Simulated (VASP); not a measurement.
Set up this calculation in VASP 6.6.1, as the native input.

```
Task                   : single point
Functional             : PBE
Potentials or basis    : VASP PAW PBE potentials, release 64 (Ge_d)
Cutoff                 : 500 eV
k mesh                 : 12 × 12 × 12
Occupations            : fermi-dirac, width 0.1 eV
Spin                   : non-collinear spin, zero start, spin-orbit coupling
Starting moments       : [[0.0, 0.0, 0.0]] μB
Dipole correction      : no
Further INCAR settings : ALGO = Normal; EDIFF = 1e-06; NBANDS = 25
```

The structure of Ge lies in POSCAR:

```
Ge
1.0
    2.7137598632      0.0000000000      0.0000000000
    0.0000000000      2.7137598632      0.0000000000
    0.0000000000      0.0000000000      2.7137598632
Ge
1
Direct
    0.0000000000      0.0000000000      0.0000000000
```

The input as run:

INCAR

```
PREC = Accurate
ENCUT = 500
EDIFF = 1E-6
ISMEAR = -1
SIGMA = 0.1
LREAL = False
LASPH = True
NELM = 200
ALGO = Normal
ISIF = 2
LWAVE = False
LCHARG = False
MAGMOM = 0 0 0
LORBIT = 11
LSORBIT = True
GGA_COMPAT = False
LORBMOM = True
GGA = PE
NBANDS = 25
```

KPOINTS

```
Automatic mesh
0
Gamma
  12 12 12
```

Potentials or basis: VASP PAW PBE potentials, release 64 (Ge_d).

Run with:

```bash
$ cat potpaw_PBE.64/Ge_d/POTCAR > POTCAR
$ mpirun -np 1 vasp_ncl > vasp.out
```

It gave:

```json
{"Pressure": "-0.2 GPa", "Net moment": "0.00 μB per cell", "Valence electrons inside the program's atomic spheres": "Ge 12.24"}
```

Run time: 120 s on 1 thread of Intel Xeon 8259CL, with other jobs on the host, peak memory 0.19 GiB.
